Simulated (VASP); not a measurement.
Write the native input for VASP 6.6.1 that does the following.

| Quantity | Value |
| --- | --- |
| Task | single point |
| Functional | PBE |
| Potentials or basis | VASP PAW PBE potentials, release 64 (In_d, Ga_d, As) |
| Cutoff | 520 eV |
| k mesh | 10 × 10 × 4 |
| Occupations | gaussian, width 0.1 eV |
| Spin | no spin polarisation |
| Dipole correction | no |
| Further INCAR settings | ALGO = Normal; EDIFF = 1e-07; NBANDS = 46 |

The structure of In3GaAs4 lies in POSCAR:

```
In3GaAs4
1.0
    4.2903590989      0.0000000000      0.0000000000
    0.0000000000      4.2903590989      0.0000000000
    0.0000000000      0.0000000000     12.2022156595
In Ga As
3 1 4
Direct
    0.0000000000      0.0000000000      0.0000000000
    0.5000000000      0.5000000000      0.2586695911
    0.5000000000      0.5000000000      0.7413304089
    0.0000000000      0.0000000000      0.5000000000
    0.5000000000      0.0000000000      0.1293791408
    0.0000000000      0.5000000000      0.3886861242
    0.5000000000      0.0000000000      0.6113138758
    0.0000000000      0.5000000000      0.8706208592
```

The input as run:

INCAR

```
SYSTEM = In3GaAs4
ALGO = Normal ; EDIFF = 1E-7
ENCUT = 520 ; GGA = PE
ISIF = 2 ; ISMEAR = 0
LASPH = .True. ; LCHARG = .False.
LREAL = .False. ; LWAVE = .False.
NBANDS = 46 ; NELM = 60
PREC = Accurate ; SIGMA = 0.1
```

KPOINTS

```
k-points
0
Gamma
  10 10 4
  0 0 0
```

Potentials or basis: VASP PAW PBE potentials, release 64 (In_d, Ga_d, As).

Launch:

```sh
$ cat potpaw_PBE.64/In_d/POTCAR potpaw_PBE.64/Ga_d/POTCAR potpaw_PBE.64/As/POTCAR > POTCAR
$ mpirun -np 1 vasp_std > vasp.out
```

Results of the run:

The pressure is 0.1 GPa, the largest force is 0.014 eV/Å and the band gap on the k mesh is zero (filled and empty bands touch).

Caveat: spin-orbit coupling is left out, which moves the levels of the heavy elements.

Wall time 7.3 min on 1 thread of Intel(R) Xeon(R) 6975P-C (Granite Rapids), on a shared host, peak memory 0.68 GiB.
